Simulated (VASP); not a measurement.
# InAs (Fm-3m) in VASP: single point with LDA

Aim: the single point of InAs with LDA.

All numbers are computed with VASP 6.6.1; they aren't measurements. Logs are shortened: lines on timing, memory, paths and dates and some standing lists are left out, and cuts for length are marked.

**1. The cell of the first run**

The structure is cubic, space group Fm-3m (No. 225). The conventional cell has a = 5.755 Å, b = 5.755 Å, c = 5.755 Å, α = 90.00°, β = 90.00°, γ = 90.00°. In (site symmetry m-3m) has 6 As at 2.88 Å within 3.8 Å. Within 3.8 Å of As (site symmetry m-3m) lie 6 In at 2.88 Å.

**2. Single point, LDA**

The input, INCAR:

```
SYSTEM = InAs
ALGO     = Normal         ! electronic algorithm
EDIFF    = 1E-6           ! SCF threshold, eV
ENCUT    = 500            ! plane-wave cutoff, eV
GGA      = CA             ! functional
GGA_COMPAT= .FALSE.      
ISIF     = 2              ! what is computed and relaxed
ISMEAR   = 0              ! smearing method
LASPH    = .TRUE.         ! aspherical terms in the spheres
LCHARG   = .FALSE.        ! write CHGCAR
LREAL    = .FALSE.        ! projectors in reciprocal space
LWAVE    = .FALSE.        ! write WAVECAR
NBANDS   = 16             ! bands
NELM     = 120            ! most SCF steps
PREC     = Accurate       ! precision mode
SIGMA    = 0.1            ! smearing width, eV
```

The input, KPOINTS:

```
k-points
0
G
  6 6 6
  0 0 0
```

The input, POSCAR:

```
InAs
1.0
    0.0000000000      2.8773040000      2.8773040000
    2.8773040000      0.0000000000      2.8773040000
    2.8773040000      2.8773040000      0.0000000000
In As
1 1
Direct
    0.5000000000      0.5000000000      0.5000000000
    0.0000000000      0.0000000000      0.0000000000
```

Potentials or basis: VASP PAW LDA potentials, release 64 (In_d, As).

Command:

```console
$ cat potpaw_LDA.64/In_d/POTCAR potpaw_LDA.64/As/POTCAR > POTCAR
$ mpirun -np 1 vasp_std > vasp.out
```

OUTCAR:

```text
SYSTEM = InAs
   EDIFF = 1E-6
   ENCUT = 500
   GGA = CA
   ISIF = 2
   ISMEAR = 0
   LASPH = .TRUE.
   LREAL = .FALSE.
   NELM = 120
   PREC = Accurate

 ion  position               nearest neighbor table
   1  0.500  0.500  0.500-   2 2.88   2 2.88   2 2.88   2 2.88   2 2.88   2 2.88
   2  0.000  0.000  0.000-   1 2.88   1 2.88   1 2.88   1 2.88   1 2.88   1 2.88

  LATTYP: Found a face centered cubic cell.
 ALAT       =     5.7546080000

  Lattice vectors:

 A1 = (   0.0000000000,   2.8773040000,   2.8773040000)
 A2 = (   2.8773040000,   0.0000000000,   2.8773040000)
 A3 = (   2.8773040000,   2.8773040000,   0.0000000000)

Analysis of symmetry for initial positions (statically):
=====================================================================
 Subroutine PRICEL returns:
 Original cell was already a primitive cell.

 Routine SETGRP: Setting up the symmetry group for a
 face centered cubic supercell.

 Subroutine GETGRP returns: Found 48 space group operations
 (whereof 48 operations were pure point group operations)
 out of a pool of 48 trial point group operations.

The static configuration has the point symmetry O_h .

Analysis of symmetry for dynamics (positions and initial velocities):
=====================================================================
 Subroutine PRICEL returns:
 Original cell was already a primitive cell.

 Routine SETGRP: Setting up the symmetry group for a
 face centered cubic supercell.

 Subroutine GETGRP returns: Found 48 space group operations
 (whereof 48 operations were pure point group operations)
 out of a pool of 48 trial point group operations.

The dynamic configuration has the point symmetry O_h .

 Subroutine INISYM returns: Found 48 space group operations
 (whereof 48 operations are pure point group operations),
 and found     1 'primitive' translations

----------------------------------------------------------------------------------------

                                     Primitive cell

  volume of cell :      47.6417

  direct lattice vectors                    reciprocal lattice vectors
     0.000000000  2.877304000  2.877304000    -0.173773783  0.173773783  0.173773783
     2.877304000  0.000000000  2.877304000     0.173773783 -0.173773783  0.173773783
     2.877304000  2.877304000  0.000000000     0.173773783  0.173773783 -0.173773783

  length of vectors
     4.069122340  4.069122340  4.069122340     0.300985021  0.300985021  0.300985021

  position of ions in fractional coordinates (direct lattice)
     0.500000000  0.500000000  0.500000000
     0.000000000  0.000000000  0.000000000

  ion indices of the primitive-cell ions
   primitive index   ion index
                 1           1
                 2           2

----------------------------------------------------------------------------------------

 KPOINTS: k-points

Automatic generation of k-mesh.
 Grid dimensions read from file:
 generate k-points for:    6    6    6

 Generating k-lattice:

  Cartesian coordinates                     Fractional coordinates (reciprocal lattice)
    -0.028962297  0.028962297  0.028962297     0.166666667  0.000000000  0.000000000
     0.028962297 -0.028962297  0.028962297     0.000000000  0.166666667  0.000000000
     0.028962297  0.028962297 -0.028962297     0.000000000  0.000000000  0.166666667

  Length of vectors
     0.050164170  0.050164170  0.050164170

  Shift w.r.t. Gamma in fractional coordinates (k-lattice)
     0.000000000  0.000000000  0.000000000

 Subroutine IBZKPT returns following result:
 ===========================================

 Found     16 irreducible k-points:

 Following reciprocal coordinates:
            Coordinates               Weight
  0.000000  0.000000  0.000000      1.000000
  0.166667  0.000000  0.000000      8.000000
  0.333333  0.000000  0.000000      8.000000
  0.500000  0.000000  0.000000      4.000000
  0.166667  0.166667  0.000000      6.000000
  0.333333  0.166667  0.000000     24.000000
[... 8 lines left out ...]
 -0.333333  0.333333  0.166667     24.000000
 -0.333333  0.500000  0.166667     12.000000
   k-points           NKPTS =     16   k-points in BZ     NKDIM =     16   number of bands    NBANDS=     16
   number of dos      NEDOS =    301   number of ions     NIONS =      2
   total plane-waves  NPLWV =  27000
   dimension x,y,z NGX =    30 NGY =   30 NGZ =   30
   dimension x,y,z NGXF=    60 NGYF=   60 NGZF=   60
   ions per type =               1   1
   NGX,Y,Z   is equivalent  to a cutoff of  12.26, 12.26, 12.26 a.u.
   NGXF,Y,Z  is equivalent  to a cutoff of  24.51, 24.51, 24.51 a.u.
 SYSTEM =  InAs
   PREC   = accura    normal or accurate (medium, high low for compatibility)
   ISTART =      0    job   : 0-new  1-cont  2-samecut
   ICHARG =      2    charge: 1-file 2-atom 10-const
   ISPIN  =      1    spin polarized calculation?
   LNONCOLLINEAR =      F non collinear calculations
   LSORBIT =      F    spin-orbit coupling
   LASPH  =      T    aspherical Exc in radial PAW
   ENCUT  =  500.0 eV  36.75 Ry    6.06 a.u.   7.42  7.42  7.42*2*pi/ulx,y,z
   NELM   =    120;   NELMIN=  2; NELMDL= -5     # of ELM steps
   EDIFF  = 0.1E-05   stopping-criterion for ELM
   LREAL  =      F    real-space projection
   EDIFFG = 0.1E-04   stopping-criterion for IOM
   NSW    =      0    number of steps for IOM
   IBRION =     -1    ionic relax: 0-MD 1-quasi-New 2-CG
   NFREE  =      0    steps in history (QN), initial steepest desc. (CG)
   ISIF   =      2    stress and relaxation
   ISYM   =      2    0-nonsym 1-usesym 2-fastsym
   POTIM  = 0.5000    time-step for ionic-motion
   TEBEG  =    0.0;   TEEND  =   0.0 temperature during run
   PSTRESS=    0.0 pullay stress
   NELECT =      18.0000    total number of electrons
   NUPDOWN=      -1.0000    fix difference up-down
   EMIN   =  10.00;   EMAX   =-10.00  energy-range for DOS
   EFERMI =   0.00;   METHOD = LEGACY
   ISMEAR =     0;   SIGMA  =   0.10  broadening in eV -4-tet -1-fermi 0-gaus
   EFERMI_NEDOS =   21; number of points for ismear=-14 and -15
   IALGO  =     38    algorithm
   IMIX   =      4    mixing-type and parameters
     AMIX     =   0.40;   BMIX     =  1.00
     AMIX_MAG =   1.60;   BMIX_MAG =  1.00
  volume/ion in A,a.u.               =      23.82       160.75
  Fermi-wavevector in a.u.,A,eV,Ry     =   1.183505  2.236499 19.057448  1.400683
  Thomas-Fermi vector in A             =   2.319738
   LORBIT       =      0    0 simple, 1 ext, 2 COOP (PROOUT), +10 PAW based schemes
   GGA     = CA    functional components
   LHFCALC =     F    Hartree Fock is set to
   AEXX    =    0.0000 exact exchange contribution
   IVDW    =     0    specifies the selected vdW correction
   LEPSILON=     F    determine dielectric tensor
   LRPA    =     F    only Hartree local field effects (RPA)
 non-spin polarized calculation
 Gauss-broadening in eV      SIGMA  =   0.10
  energy-cutoff  :      500.00
  volume of cell :       47.64
 maximum number of plane-waves:      1243
 NGX is ok and might be reduce to    30
   NGX = 15   NGY = 15   NGZ = 15

 number of electron      18.0000002 magnetization

 Free energy of the ion-electron system (eV)
  ---------------------------------------------------
  ext. energy  EPLUGINS =         0.00000000
  ---------------------------------------------------
  free energy    TOTEN  =        -8.73099150 eV

  energy without entropy =       -8.72146160  energy(sigma->0) =       -8.72622655

 E-fermi :   5.8094     XC(G=0): -10.3346

 val. band max:        5.8078035842   @ k =   0.3333   0.0000   0.0000
 cond. band min:       5.9683831687   @ k =   0.5000   0.0000   0.0000
 fundamental gap:      0.1605795845
 Fermi energy:         5.8094231068

 k-point     1 :       0.0000    0.0000    0.0000
  band No.  band energies     occupation
      1      -8.4865      2.00000
      2      -8.4865      2.00000
      3      -8.4633      2.00000
      4      -8.4633      2.00000
      5      -8.4633      2.00000
      6      -6.3555      2.00000
[... 8 lines left out ...]
     15      13.1194      0.00000
     16      13.1194      0.00000

 k-point     2 :       0.1667    0.0000    0.0000
  band No.  band energies     occupation
      1      -8.4976      2.00000
      2      -8.4976      2.00000
      3      -8.4639      2.00000
      4      -8.4508      2.00000
      5      -8.4508      2.00000
      6      -6.0600      2.00000
[... 8 lines left out ...]
     15      13.7684      0.00000
     16      13.7684      0.00000

 k-point     3 :       0.3333    0.0000    0.0000
  band No.  band energies     occupation
      1      -8.5232      2.00000
      2      -8.5232      2.00000
      3      -8.4671      2.00000
      4      -8.4222      2.00000
      5      -8.4222      2.00000
      6      -5.2806      2.00000
[... 8 lines left out ...]
     15      15.5469      0.00000
     16      15.5469      0.00000

 k-point     4 :       0.5000    0.0000    0.0000
  band No.  band energies     occupation
      1      -8.5362      2.00000
      2      -8.5362      2.00000
      3      -8.4695      2.00000
      4      -8.4075      2.00000
      5      -8.4075      2.00000
      6      -4.6881      2.00000
[... 8 lines left out ...]
     15      17.6202      0.00000
     16      17.6202      0.00000

 k-point     5 :       0.1667    0.1667    0.0000
  band No.  band energies     occupation
      1      -8.5308      2.00000
      2      -8.4782      2.00000
      3      -8.4727      2.00000
      4      -8.4448      2.00000
      5      -8.4448      2.00000
      6      -5.9434      2.00000
[... 8 lines left out ...]
     15      15.3530      0.00000
     16      15.3530      0.00000

 k-point     6 :       0.3333    0.1667    0.0000
  band No.  band energies     occupation
      1      -8.5768      2.00000
      2      -8.4895      2.00000
      3      -8.4732      2.00000
      4      -8.4293      2.00000
      5      -8.4179      2.00000
      6      -5.2815      2.00000
[... 8 lines left out ...]
     15      16.2494      0.00000
     16      16.6596      0.00000
[... 115 lines left out ...]
 k-point    13 :       0.5000    0.5000    0.0000
  band No.  band energies     occupation
      1      -8.7555      2.00000
      2      -8.5010      2.00000
      3      -8.4531      2.00000
      4      -8.3831      2.00000
      5      -8.3831      2.00000
      6      -3.8109      2.00000
[... 8 lines left out ...]
     15      18.8281      0.00000
     16      20.2139      0.00000

 k-point    14 :       0.5000    0.3333    0.1667
  band No.  band energies     occupation
      1      -8.6290      2.00000
      2      -8.4951      2.00000
      3      -8.4685      2.00000
      4      -8.4190      2.00000
      5      -8.4055      2.00000
      6      -4.5513      2.00000
[... 8 lines left out ...]
     15      17.5735      0.00000
     16      17.7245      0.00000

 k-point    15 :      -0.3333    0.3333    0.1667
  band No.  band energies     occupation
      1      -8.6469      2.00000
      2      -8.5040      2.00000
      3      -8.4477      2.00000
      4      -8.4383      2.00000
      5      -8.3937      2.00000
      6      -4.0568      2.00000
[... 8 lines left out ...]
     15      15.4624      0.00000
     16      19.0950      0.00000

 k-point    16 :      -0.3333    0.5000    0.1667
  band No.  band energies     occupation
      1      -8.7038      2.00000
      2      -8.4813      2.00000
      3      -8.4740      2.00000
      4      -8.4152      2.00000
      5      -8.3830      2.00000
      6      -3.8076      2.00000
[... 8 lines left out ...]
     15      17.2889      0.00000
     16      19.9569      0.00000

------------------------ aborting loop because EDIFF is reached ----------------------------------------

  FORCE on cell =-STRESS in cart. coord.  units (eV):
  Direction    XX          YY          ZZ          XY          YZ          ZX
  --------------------------------------------------------------------------------------
  -------------------------------------------------------------------------------------
  Total       -1.4931736     -1.4931736     -1.4931736      0.0000000      0.0000000     -0.0000000
  in kB      -50.2150194    -50.2150194    -50.2150194      0.0000000      0.0000000     -0.0000000
  external PRESSURE =     -50.2150194 kB  Pullay stress =       0.0000000 kB

 VOLUME and BASIS-vectors are now :
 -----------------------------------------------------------------------------
  energy-cutoff  :      500.00
  volume of cell :       47.64
      direct lattice vectors                 reciprocal lattice vectors
     0.000000000  2.877304000  2.877304000    -0.173773783  0.173773783  0.173773783
     2.877304000  0.000000000  2.877304000     0.173773783 -0.173773783  0.173773783
     2.877304000  2.877304000  0.000000000     0.173773783  0.173773783 -0.173773783

 POSITION                                       TOTAL-FORCE (eV/Angst)
 -----------------------------------------------------------------------------------
      2.87730      2.87730      2.87730         0.000000     -0.000000     -0.000000
      0.00000      0.00000      0.00000        -0.000000      0.000000      0.000000
 -----------------------------------------------------------------------------------
    total drift:                                0.000000      0.000000      0.000000

  FREE ENERGIE OF THE ION-ELECTRON SYSTEM (eV)
  ---------------------------------------------------
  free  energy   TOTEN  =        -8.7309914962 eV

  energy  without entropy=       -8.7214615988  energy(sigma->0) =       -8.72622655
```

Wall time 12 s (1 thread of Intel Xeon Platinum 8488C (Sapphire Rapids), shared host); peak memory 0.15 GiB.

Results:

* Free energy: -8.7310 eV
* Pressure: -5.0 GPa
* Band gap on the k mesh: zero (band 9 reaches 6.15 eV, above the bottom of band 10 at 3.54 eV)

Caveat: spin-orbit coupling is left out, which moves the levels of the heavy elements.
